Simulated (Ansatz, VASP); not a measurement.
**Two plane-wave programs on AlNi**

File INCAR:

```
SYSTEM = AlNi
ALGO = Fast
EDIFF = 1E-7
ENCUT = 520
GGA = PS
ISIF = 2
ISMEAR = 0
LASPH = .TRUE.
LCHARG = .TRUE.
LELF = .TRUE.
LREAL = .FALSE.
LVHAR = .TRUE.
LWAVE = .FALSE.
NBANDS = 14
NELM = 80
PREC = Accurate
SIGMA = 0.15
```

Contents of KPOINTS:

```
k-points
0
G
  20 20 20
  0 0 0
```

Contents of POSCAR:

```
AlNi
1.0
    2.8621655516      0.0000000000      0.0000000000
    0.0000000000      2.8621655516      0.0000000000
    0.0000000000      0.0000000000      2.8621655516
Al Ni
1 1
Direct
    0.0000000000      0.0000000000      0.0000000000
    0.4873926259      0.4873926259      0.4873926259
```

Input for Ansatz:

```yaml
crystal:
  lattice:
    - [2.8621655516, 0.0, 0.0]
    - [0.0, 2.8621655516, 0.0]
    - [0.0, 0.0, 2.8621655516]
  atoms:
    - { symbol: Al, position: [0.0, 0.0, 0.0] }
    - { symbol: Ni, position: [0.4873926259, 0.4873926259, 0.4873926259] }
basis:
  ecutwfc: 420
kpoints:
  mp_grid: { grid: [20, 20, 20] }
hamiltonian:
  xc: pbesol
scf:
  occupations: { method: gaussian, width: 0.15 }
output:
  forces: true
  stress: true
  eigenvalues: true
```

Change from the starting cell: all Ni atoms moved +0.062 Å, as atom 2 towards its neighbour atom 1 (Al) at 2.479 Å.

Alike in both runs: task single point; functional PBEsol; k mesh 20 × 20 × 20; occupations gaussian, width 0.15 eV; no spin polarisation.

```csv
,VASP,Ansatz
version,VASP 6.6.1,Ansatz 0.2.0
potentials or method,"VASP PAW PBE potentials, release 64 (Al, Ni), cutoff 520 eV","scalar-relativistic, plane waves, PAW"
valence electrons in the cell,13,21
```

|  | VASP | Ansatz | Ansatz less VASP |
| --- | --- | --- | --- |
| gap on the k mesh at the Fermi level (eV) | none | none | - |
| pressure (GPa) | 0.4 | 0.3 | -0.13 |
| traceless stress, the component that is largest in VASP (GPa) | 0.20 | 0.20 | -0.002 |
| rms of the force components (eV/Å) | 0.228 | 0.226 | -0.0014 |

VASP's potentials were made for PBE, not for PBEsol. Atom by atom the forces differ by 0.001 eV/Å (rms over components). A gap of «none» marks a metal or a gap that the smearing closes. The functional is the same, so the differences come from potentials, cutoffs and numerics. VASP's potentials hold 13 valence electrons a cell and Ansatz's 21, so a difference there can come from the potentials and not from the codes.
